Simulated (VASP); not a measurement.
Set up this calculation in VASP 6.6.1, as the native input.

- Task: relaxation of cell and atoms
- Functional: PBE
- Potentials or basis: VASP PAW PBE potentials, release 64 (Sn_d, Ir, S)
- Cutoff: 600 eV
- k mesh: 4 × 4 × 4
- Occupations: gaussian, width 0.1 eV
- Spin: collinear spin
- Starting moments: [0.0, 0.14, 0.0, 0.0, 0.0] μB
- Dipole correction: no
- Further INCAR settings: ALGO = Normal; EDIFF = 1e-06; IBRION = 2; EDIFFG = -0.04; NSW = 90; ISIF = 3

The structure of SnIrS3 lies in POSCAR:

```
SnIrS3
1.0
    4.4278504643      0.0000000000      0.0000000000
    0.0000000000      4.4278504643      0.0000000000
    0.0000000000      0.0000000000      4.4833373122
Sn Ir S
1 1 3
Direct
    0.0000000000      0.0000000000      0.0000000000
    0.5000000000      0.5000000000      0.5150000000
    0.5000000000      0.5000000000      0.9750000000
    0.0000000000      0.5000000000      0.4850000000
    0.5000000000      0.0000000000      0.4850000000
```

The input as run:

INCAR

```
SYSTEM = SnIrS3
PREC = Accurate
ENCUT = 600
EDIFF = 1E-6
ISMEAR = 0
SIGMA = 0.1
LREAL = .FALSE.
LASPH = .TRUE.
NELM = 150
ALGO = Normal
ISIF = 3
LWAVE = .FALSE.
LCHARG = .FALSE.
ISPIN = 2
MAGMOM = 0 0.14 0 0 0
LORBIT = 11
LMAXMIX = 4
GGA = PE
IBRION = 2
NSW = 90
EDIFFG = -0.04
```

KPOINTS

```
regular mesh
0
G
  4 4 4
  0 0 0
```

Potentials or basis: VASP PAW PBE potentials, release 64 (Sn_d, Ir, S).

Command:

```sh
$ cat potpaw_PBE.64/Sn_d/POTCAR potpaw_PBE.64/Ir/POTCAR potpaw_PBE.64/S/POTCAR > POTCAR
$ mpirun -np 1 vasp_std > vasp.out
```

It gave:

```yaml
Relaxed_volume: 22.41 Å³/atom
Relaxed_cell: a = 4.421 Å, b = 4.421 Å, c = 5.733 Å, α = 90.00°, β = 90.00°, γ = 90.00°
Space_group_after_relaxing_to_0.1_Å: P4mm (No. 99)
Energy_gained_by_relaxing: 582.6 meV/atom
Ionic_steps: 37
Pressure_after_relaxing: 0.1 GPa
Largest_force_after_relaxing: 0.024 eV/Å
Net_moment: 0.00 μB per cell
Valence_electrons_inside_the_program's_atomic_spheres: Sn 12.02; Ir 8.38; S 3.63, 3.66 (each value once)
```

Caveat: the volume moved by over 15 % at a fixed basis, so the end points are rough.

Wall time 16 min on 1 thread of Intel(R) Xeon(R) 6975P-C (Granite Rapids), on a shared host, peak memory 0.3 GiB.
